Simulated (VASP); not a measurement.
# InAs (rocksalt type) (Fm-3m) in VASP: further runs, part 2 of 2

VASP 6.6.1. The steps go on from the part before.

## (3) Relaxation of cell and atoms, PBE, target pressure 13 GPa, at which the enthalpy is minimised

INCAR

```
SYSTEM = InAs
PREC = Accurate ; ENCUT = 600
EDIFF = 1E-7 ; ISMEAR = -1
SIGMA = 0.1 ; LREAL = .FALSE.
LASPH = .TRUE. ; NELM = 60
ALGO = Normal ; ISIF = 3
LWAVE = .FALSE. ; LCHARG = .FALSE.
GGA = PE ; IBRION = 2
NSW = 32 ; EDIFFG = -0.005
PSTRESS = 130.0
```

KPOINTS

```
regular mesh
0
G
  13 13 13
  0 0 0
```

POSCAR

```
InAs
1.0
    0.0000000000      2.7366997543      2.7366997543
    2.7366997543      0.0000000000      2.7366997543
    2.7366997543      2.7366997543      0.0000000000
In As
1 1
Direct
    0.0000000000      0.0000000000      0.0000000000
    0.5000000000      0.5000000000      0.5000000000
```

Potentials or basis: VASP PAW PBE potentials, release 64 (In_d, As).

Launch:

```console
$ cat potpaw_PBE.64/In_d/POTCAR potpaw_PBE.64/As/POTCAR > POTCAR
$ mpirun -np 1 vasp_std > vasp.out
```

OUTCAR:

```text
SYSTEM = InAs
   PREC = Accurate
   ENCUT = 600
   EDIFF = 1E-7
   ISMEAR = -1
   LREAL = .FALSE.
   LASPH = .TRUE.
   NELM = 60
   ISIF = 3
   GGA = PE
   IBRION = 2
   NSW = 32
   EDIFFG = -0.005
   PSTRESS = 130.0

 ion  position               nearest neighbor table
   1  0.000  0.000  0.000-   2 2.74   2 2.74   2 2.74   2 2.74   2 2.74   2 2.74
   2  0.500  0.500  0.500-   1 2.74   1 2.74   1 2.74   1 2.74   1 2.74   1 2.74

  LATTYP: Found a face centered cubic cell.
 ALAT       =     5.4733995086

  Lattice vectors:

 A1 = (   0.0000000000,   2.7366997543,   2.7366997543)
 A2 = (   2.7366997543,   0.0000000000,   2.7366997543)
 A3 = (   2.7366997543,   2.7366997543,   0.0000000000)

Analysis of symmetry for initial positions (statically):
=====================================================================
 Subroutine PRICEL returns:
 Original cell was already a primitive cell.

 Routine SETGRP: Setting up the symmetry group for a
 face centered cubic supercell.

 Subroutine GETGRP returns: Found 48 space group operations
 (whereof 48 operations were pure point group operations)
 out of a pool of 48 trial point group operations.

The static configuration has the point symmetry O_h .

Analysis of symmetry for dynamics (positions and initial velocities):
=====================================================================
 Subroutine PRICEL returns:
 Original cell was already a primitive cell.

 Routine SETGRP: Setting up the symmetry group for a
 face centered cubic supercell.

 Subroutine GETGRP returns: Found 48 space group operations
 (whereof 48 operations were pure point group operations)
 out of a pool of 48 trial point group operations.

The dynamic configuration has the point symmetry O_h .

 Subroutine INISYM returns: Found 48 space group operations
 (whereof 48 operations are pure point group operations),
 and found     1 'primitive' translations

----------------------------------------------------------------------------------------

[... 125 lines left out ...]
  energy-cutoff  :      600.00
  volume of cell :       40.99
 maximum number of plane-waves:      1387
   NGX = 15   NGY = 15   NGZ = 15

--------------------------------------- Ionic step        1  -------------------------------------------

 number of electron      17.9999997 magnetization

 Free energy of the ion-electron system (eV)
  ---------------------------------------------------
  ext. energy  EPLUGINS =         0.00000000
  ---------------------------------------------------
  free energy    TOTEN  =        -7.10333749 eV

  energy without entropy =       -7.07309980  energy(sigma->0) =       -7.08821864

------------------------ aborting loop because EDIFF is reached ----------------------------------------

  FORCE on cell =-STRESS in cart. coord.  units (eV):
  Direction    XX          YY          ZZ          XY          YZ          ZX
  --------------------------------------------------------------------------------------
  -------------------------------------------------------------------------------------
  Total        3.3702281      3.3702281      3.3702281      0.0000000      0.0000000     -0.0000000
  in kB      131.7220316    131.7220316    131.7220316      0.0000000      0.0000000     -0.0000000
  external PRESSURE =       1.7220316 kB  Pullay stress =     130.0000000 kB
[... 63 lines left out ...]
--------------------------------------- Ionic step        3  -------------------------------------------

 number of electron      17.9999997 magnetization

 Free energy of the ion-electron system (eV)
  ---------------------------------------------------
  ext. energy  EPLUGINS =         0.00000000
  ---------------------------------------------------
  free energy    TOTEN  =        -7.10836472 eV

  energy without entropy =       -7.07807440  energy(sigma->0) =       -7.09321956

 E-fermi :   7.6917     XC(G=0): -10.7908

 val. band max:        7.6750221536   @ k =   0.3077   0.0000   0.0000
 cond. band min:       7.7149632341   @ k =  -0.4615   0.0769   0.0000
 fundamental gap:      0.0399410804
 Fermi energy:         7.6917200881

 k-point     1 :       0.0000    0.0000    0.0000
  band No.  band energies     occupation
      1      -6.8589      2.00000
      2      -6.8589      2.00000
      3      -6.8310      2.00000
      4      -6.8310      2.00000
      5      -6.8310      2.00000
      6      -5.5046      2.00000
      7       7.4060      1.89133
      8       7.4060      1.89133
      9       7.4060      1.89133
     10       8.1770      0.01550
     11      15.0077      0.00000
     12      15.0077      0.00000
     13      15.0077      0.00000
[... 354 lines left out ...]
  band No.  band energies     occupation
      1      -7.0303      2.00000
      2      -6.9064      2.00000
      3      -6.8409      2.00000
      4      -6.7693      2.00000
      5      -6.7357      2.00000
      6      -3.3060      2.00000
      7       1.1312      2.00000
      8       6.2114      2.00000
      9       6.7178      1.99988
     10       9.2029      0.00000
     11      12.1648      0.00000
     12      12.9365      0.00000
     13      15.2089      0.00000

 [... further k-points ...]
[... 5 lines left out ...]
  --------------------------------------------------------------------------------------
  -------------------------------------------------------------------------------------
  Total        3.3328711      3.3328711      3.3328711      0.0000000      0.0000000      0.0000000
  in kB      130.0667288    130.0667288    130.0667288      0.0000000      0.0000000      0.0000000
  external PRESSURE =       0.0667288 kB  Pullay stress =     130.0000000 kB
[... 21 lines left out ...]
  energy  without entropy=       -7.0780744027  energy(sigma->0) =       -7.09321956

  enthalpy is  TOTEN    =        -3.7772034941 eV   P V=        3.3311612233

 reached required accuracy - stopping structural energy minimisation
```

OSZICAR:

```text
N       E                     dE             d eps       ncg     rms          rms(c)
DAV:   1     0.119046596664E+03    0.11905E+03   -0.95133E+03  2194   0.182E+03
DAV:   2     0.580096844087E+00   -0.11847E+03   -0.11485E+03  2254   0.365E+02
DAV:   3    -0.713328332823E+01   -0.77134E+01   -0.74933E+01  2877   0.916E+01
[... 25 lines left out ...]
DAV:   4    -0.710836275778E+01   -0.51569E-06   -0.69575E-06  2339   0.279E-02    0.171E-02
DAV:   5    -0.710836387337E+01   -0.11156E-05   -0.82680E-07  2959   0.124E-02    0.741E-03
DAV:   6    -0.710836490924E+01   -0.10359E-05   -0.29680E-07  2686   0.691E-03    0.153E-03
DAV:   7    -0.710836475420E+01    0.15504E-06   -0.25914E-08  1147   0.307E-03    0.452E-04
DAV:   8    -0.710836471741E+01    0.36798E-07   -0.11134E-08  1132   0.217E-03
   3 F= -.37772035E+01 E0= -.37620583E+01  d E =-.343464E-04
```

CONTCAR:

```text
InAs
   1.00000000000000
     0.0000000000000000    2.7380684158875228    2.7380684158875228
     2.7380684158875228    0.0000000000000000    2.7380684158875228
     2.7380684158875228    2.7380684158875228   -0.0000000000000000
  In              As
     1     1
Direct
     0.0000000000000000    0.0000000000000000    0.0000000000000000
     0.5000000000000000    0.5000000000000000    0.5000000000000000

  0.00000000E+00  0.00000000E+00  0.00000000E+00
  0.00000000E+00  0.00000000E+00  0.00000000E+00
```

Run time: 3.4 min. Hardware: 1 thread of AMD EPYC, shared host; peak memory 0.19 GiB.

What came out:

* Free energy: -7.1084 eV
* Relaxed volume: 20.53 Å³/atom
* Relaxed cell: a = 3.872 Å, b = 3.872 Å, c = 3.872 Å, α = 60.00°, β = 60.00°, γ = 60.00°
* Space group after relaxing (to 0.05 Å): Fm-3m (No. 225)
* Energy change on relaxing (the enthalpy is what falls): -2.5 meV/atom
* Ionic steps: 3
* Pressure after relaxing: 13.0 GPa
* Band gap on the k mesh: zero (band 9 reaches 8.12 eV, above the bottom of band 10 at 4.99 eV)

The path:
```tsv
step	energy change (eV)	largest force (eV/Å)	pressure (GPa)	volume (Å³)
1	0.0000	0.0000	13.17	40.99
2	-0.0106	0.0000	12.80	41.12
3	-0.0050	0.0000	13.01	41.05
```

Final structure:
```cif
data_structure
_symmetry_space_group_name_H-M 'P 1'
_symmetry_Int_Tables_number 1
_cell_length_a 3.8722
_cell_length_b 3.8722
_cell_length_c 3.8722
_cell_angle_alpha 60.000
_cell_angle_beta 60.000
_cell_angle_gamma 60.000
_cell_volume 41.05
loop_
_atom_site_label
_atom_site_type_symbol
_atom_site_fract_x
_atom_site_fract_y
_atom_site_fract_z
_atom_site_occupancy
In1 In 0.00000 0.00000 0.00000 1
As1 As 0.50000 0.50000 0.50000 1
```

Caveat: the cell is relaxed towards a set pressure, so the enthalpy falls and the energy may rise; spin-orbit coupling is left out, which moves the levels of the heavy elements.
